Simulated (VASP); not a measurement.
Input of a VASP 6.6.1 run:

Contents of INCAR:

```
SYSTEM = WF2
PREC = Accurate
ENCUT = 600
EDIFF = 1E-6
ISMEAR = 0
SIGMA = 0.1
LREAL = .FALSE.
LASPH = .TRUE.
NELM = 200
ALGO = Normal
ISIF = 2
LWAVE = .FALSE.
LCHARG = .FALSE.
LMAXMIX = 4
LDAU = .TRUE.
LDAUTYPE = 2
LDAUL = 2 -1
LDAUU = 6.2 0
LDAUJ = 0 0
LDAUPRINT = 1
GGA = PE
NBANDS = 37
GGA_COMPAT = .FALSE.
```

File KPOINTS:

```
regular mesh
0
G
  8 8 8
  0 0 0
```

Contents of POSCAR:

```
WF2
1.0
    4.9226722698      0.0000000000      0.0000000000
    0.0000000000      4.9226722698      0.0000000000
    0.0000000000      0.0000000000      4.1412370965
W F
2 4
Direct
    0.0000000000      0.0000000000      0.0000000000
    0.5000000000      0.5000000000      0.5000000000
    0.3097010678      0.3097010678      0.0000000000
    0.6902989322      0.6902989322      0.0000000000
    0.8097010678      0.1902989322      0.5000000000
    0.1902989322      0.8097010678      0.5000000000
```

Potentials or basis: VASP PAW PBE potentials, release 64 (W_sv, F).

Command:

```bash
$ cat potpaw_PBE.64/W_sv/POTCAR potpaw_PBE.64/F/POTCAR > POTCAR
$ mpirun -np 1 vasp_std > vasp.out
```

Problem. What does it give for the pressure?

Solution. -8.5 GPa.

Problem. What does it give for the largest force?

Solution. 0.452 eV/Å.

Problem. What does it give for the band gap on the k mesh?

Solution. 0.65 eV, indirect (least direct gap 1.18 eV).

Forces in eV/Å, atoms in the order of the input:
```
W    0.000  0.000  0.000
W    0.000  0.000  0.000
F    0.320  0.320  0.000
F   -0.320 -0.320  0.000
F    0.320 -0.320  0.000
F   -0.320  0.320  0.000
```

Caveat: spin-orbit coupling is left out, which moves the levels of the heavy elements. A k mesh can miss the band edges.
